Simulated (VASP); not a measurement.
SnO2: single point with r2SCAN

Crystal: SnO2.

```xyz
6
Lattice="4.7602 0.0000 0.0000 0.0000 4.7602 0.0000 0.0000 0.0000 3.2006" Properties=species:S:1:pos:R:3 pbc="T T T"
Sn    0.0000    0.0000   -0.0750
Sn    2.3801    2.3801    1.6003
O     1.4561    1.4561    0.0000
O     0.9240    3.8362    1.6003
O     3.3041    3.3041    0.0000
O     3.8362    0.9240    1.6003
```

This cell differs from its parent crystal: atom 1 (Sn) moved +0.075 Å towards its neighbour atom 1 (Sn) at 3.201 Å.

```
Program             : VASP 6.6.1
Task                : single point
Functional          : r2SCAN
Potentials or basis : VASP PAW PBE potentials, release 64 (Sn_d, O)
Cutoff              : 520 eV
k mesh              : 6 × 6 × 8
Occupations         : gaussian, width 0.05 eV
Spin                : no spin polarisation
```

```yaml
Pressure: 1.6 GPa
Largest_force: 1.569 eV/Å
Band_gap_on_the_k_mesh: 1.79 eV, direct
```

Forces in eV/Å, atoms in the order of the input:
```
Sn   0.000  0.000  1.569
Sn   0.000  0.000 -0.020
O   -0.028 -0.028 -0.031
O    0.117 -0.117 -0.743
O    0.028  0.028 -0.031
O   -0.117  0.117 -0.743
```

Stress tensor (GPa, compression positive):
```
 1.27 -0.45  0.00
-0.45  1.27  0.00
 0.00  0.00  2.15
```

Levels at points of the mesh, in eV from the valence-band top:
| k point | band 24 | band 25 | band 26 | band 27 | band 28 | band 29 |
| --- | --- | --- | --- | --- | --- | --- |
| (0.00, 0.00, 0.00) | -0.77 | -0.77 | 0.00 | 1.79 | 6.79 | 7.05 |
| (0.50, 0.00, 0.00) | -1.16 | -0.62 | -0.62 | 4.99 | 5.01 | 7.80 |
| (0.50, 0.50, 0.00) | -1.29 | -0.92 | -0.91 | 5.42 | 5.45 | 8.22 |
| (0.00, 0.00, 0.50) | -1.66 | -1.27 | -1.26 | 6.85 | 6.88 | 10.49 |
| (0.50, 0.00, 0.50) | -1.10 | -0.69 | -0.68 | 7.13 | 7.15 | 8.86 |
| (0.50, 0.50, 0.50) | -0.95 | -0.86 | -0.84 | 5.52 | 5.53 | 9.65 |

Wall time 5 min on 1 thread of Intel Xeon 6975P-C, on a shared host, peak memory 0.26 GiB.

Caveat: the cell differs from its parent crystal (atom 1 (Sn) moved +0.075 Å towards its neighbour atom 1 (Sn) at 3.201 Å); the PAW data sets were made with another functional, which shifts forces and pressure a little; spin-orbit coupling is left out, which moves the levels of the heavy elements.
